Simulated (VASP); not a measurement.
Input of a VASP 6.6.1 run:

File POSCAR:

```
BaTiO3
1.0
    3.9873407164      0.0000000000      0.0000000000
    0.0000000000      3.9873407164      0.0000000000
    0.0000000000      0.0000000000      3.9873407164
Ba Ti O
1 1 3
Direct
    0.5000000000      0.5000000000      0.5000000000
    0.0000000000      0.0000000000      0.0000000000
    0.5000000000      0.0000000000      0.0000000000
    0.0000000000      0.5000000000      0.0000000000
    0.0000000000      0.0000000000      0.5000000000
```

Contents of INCAR.step1:

```
SYSTEM = BaTiO3
ALGO = Normal
EDIFF = 1E-4
ENCUT = 520
GGA = PE
ISMEAR = 0
LASPH = .True.
LCHARG = .False.
LREAL = .False.
LWAVE = .True.
NBANDS = 28
NELM = 100
PREC = Accurate
SIGMA = 0.02
```

INCAR.step2

```
SYSTEM = BaTiO3
ALGO = Normal
EDIFF = 1E-6
ENCUT = 520
ISIF = 2
ISMEAR = 0
ISTART = 1
LASPH = .True.
LCHARG = .False.
LMIXTAU = .True.
LREAL = .False.
LWAVE = .False.
METAGGA = R2SCAN
NBANDS = 28
NELM = 100
PREC = Accurate
SIGMA = 0.02
```

The input KPOINTS:

```
k-points
0
Gamma
  8 8 8
  0 0 0
```

Potentials or basis: VASP PAW PBE potentials, release 64 (Ba_sv, Ti_sv, O).

Launch:

```console
$ cat potpaw_PBE.64/Ba_sv/POTCAR potpaw_PBE.64/Ti_sv/POTCAR potpaw_PBE.64/O/POTCAR > POTCAR
$ cp INCAR.step1 INCAR
$ mpirun -np 1 vasp_std > vasp.out
$ cp INCAR.step2 INCAR
$ mpirun -np 1 vasp_std > vasp.out
```

Q: What does it give for the band gap on the k mesh?

A: 2.16 eV (least direct gap 2.31 eV).

Q: What does it give for the pressure?

A: 2.9 GPa.

Caveat: the PAW data sets were made with another functional, which shifts forces and pressure a little; spin-orbit coupling is left out, which moves the levels of the heavy elements. A k mesh can miss the band edges.
